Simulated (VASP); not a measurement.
Write the native input for VASP 6.6.1 that does the following.

```yaml
Task: single point
Functional: PBEsol
Potentials_or_basis: VASP PAW PBE potentials, release 64 (Zr_sv)
Cutoff: 520 eV
k_mesh: 14 × 14 × 14
Occupations: fermi-dirac, width 0.08 eV
Spin: no spin polarisation
Dipole_correction: no
Further_INCAR_settings: ALGO = Normal; EDIFF = 1e-07; NBANDS = 12
```

The structure of Zr lies in POSCAR:

```
Zr
1.0
   -1.7730508568      1.7730508568      1.7730508568
    1.7730508568     -1.7730508568      1.7730508568
    1.7730508568      1.7730508568     -1.7730508568
Zr
1
Direct
    0.0000000000      0.0000000000      0.0000000000
```

This cell differs from its parent crystal: volume scaled by 0.94.

These files were run (other wordings do the same):

INCAR

```
SYSTEM = Zr
PREC = Accurate ; ENCUT = 520
EDIFF = 1E-7 ; ISMEAR = -1
SIGMA = 0.08 ; LREAL = .False.
LASPH = .True. ; NELM = 100
ALGO = Normal ; ISIF = 2
LWAVE = .False. ; LCHARG = .False.
GGA = PS ; NBANDS = 12
```

KPOINTS

```
Automatic mesh
0
Gamma
  14 14 14
  0 0 0
```

Potentials or basis: VASP PAW PBE potentials, release 64 (Zr_sv).

The run is started by

```sh
$ cat potpaw_PBE.64/Zr_sv/POTCAR > POTCAR
$ mpirun -np 1 vasp_std > vasp.out
```

It gave:

| Property | Result |
| --- | --- |
| Pressure | -1.8 GPa |
| Band gap on the k mesh | zero (band 6 reaches 10.20 eV, above the bottom of band 7 at 8.41 eV) |

Caveat: the PAW data sets were made with another functional, which shifts forces and pressure a little.

It took 8.7 s on 1 thread of Intel(R) Xeon(R) Platinum 8559C (Emerald Rapids) (shared host), peak memory 0.15 GiB.
